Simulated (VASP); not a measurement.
Pb:

```
Pb
1.0
     0.00000    2.46796    2.46796
     2.46796    0.00000    2.46796
     2.46796    2.46796    0.00000
Pb
1
Cartesian
  0.0000 0.0000 0.0000
```

Base run:

| Item | Value |
| --- | --- |
| Program | VASP 6.6.1 |
| Functional | r2SCAN |
| Potentials or basis | VASP PAW PBE potentials, release 64 (Pb_d) |
| Cutoff | 520 eV |
| k mesh | 11 × 11 × 11 |
| Occupations | fermi-dirac, width 0.05 eV |
| Spin | no spin polarisation |

Its results: band gap on the k mesh zero (band 7 reaches 15.13 eV, above the bottom of band 8 at 5.82 eV); pressure 1.5 GPa.

Problem. The run is repeated on the same cell with these changes: functional from r2SCAN to PBE; cutoff from 520 eV to 500 eV; further incar settings from ALGO = Normal; EDIFF = 1e-07; NBANDS = 13 to ALGO = Normal; EDIFF = 1e-06; NBANDS = 13. What comes out?

Solution. Band gap on the k mesh zero (band 7 reaches 14.86 eV, above the bottom of band 8 at 5.91 eV); pressure 2.6 GPa.

Caveats: spin-orbit coupling is left out, which moves the levels of the heavy elements; the PAW data sets were made with another functional, which shifts forces and pressure a little (some runs).
